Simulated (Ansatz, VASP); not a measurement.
## CsPbBr3: VASP beside Ansatz

```
CELL_PARAMETERS angstrom
5.90888 0.00000 0.00000
0.00000 5.90888 0.00000
0.00000 0.00000 5.90888
ATOMIC_POSITIONS crystal
Pb 0.50000 0.50000 0.50000
Cs 0.00000 0.00000 0.00000
Br 0.50000 0.50000 0.00000
Br 0.50000 0.00000 0.50000
Br 0.00000 0.50000 0.50000
```

Alike in both runs: task single point; functional PBEsol; k mesh 5 × 5 × 5; occupations fermi-dirac, width 0.05 eV; no spin polarisation.

```csv
,VASP,Ansatz
version,VASP 6.6.1,Ansatz 0.2.0
potentials or method,"VASP PAW PBE potentials, release 64 (Pb_d, Cs_sv, Br)",Ansatz PAW
plane-wave cutoff (eV),520,420
valence electrons in the cell,44,44
```

Ansatz gave:

- gap on the k mesh at the Fermi level (eV): 2.60
- least direct gap on the mesh (eV): 2.60
- pressure (GPa): -0.4

Which values does VASP return?

gap on the k mesh at the Fermi level (eV): 2.61; least direct gap on the mesh (eV): 2.61; pressure (GPa): -0.4.

VASP's potentials were made for PBE, not for PBEsol. With one functional, cell and mesh, what is left measures potentials, basis and numerics.

Spin-orbit coupling is off throughout. Noted on Ansatz's run: odd divisions of the mesh miss points on the zone boundary, where band edges often lie, so the gap on the mesh can be too wide.
